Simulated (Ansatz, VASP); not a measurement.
# ScGa3 in VASP and in Ansatz

```
Sc Ga
1.0
     4.12212    0.00000    0.00000
     0.00000    4.12212    0.00000
     0.00000    0.00000    4.12212
Sc Ga
1 3
Direct
  0.00000 0.00000 0.00000
  0.00000 0.50000 0.50000
  0.50000 0.00000 0.50000
  0.50000 0.50000 0.00000
```

Change from the starting cell: volume scaled by 1.02.

Alike in both runs: task single point; functional LDA; k mesh 9 × 9 × 9; occupations fermi-dirac, width 0.05 eV; no spin polarisation.

```csv
,VASP,Ansatz
version,VASP 6.6.1,Ansatz 0.2.0
potentials or method,"VASP PAW LDA potentials, release 64 (Sc_sv, Ga_d), cutoff 520 eV","all-electron LAPW, scalar-relativistic"
```

Ansatz gave:

| Item | Value |
| --- | --- |
| pressure (GPa) | -6.7 |

Problem. Which values does VASP return?

Solution. Pressure (GPa): -6.5.

LDA's correlation is that of Perdew and Zunger in VASP and of Perdew and Wang (1992) in Ansatz. Ansatz ran all-electron here, and VASP with PAW potentials.
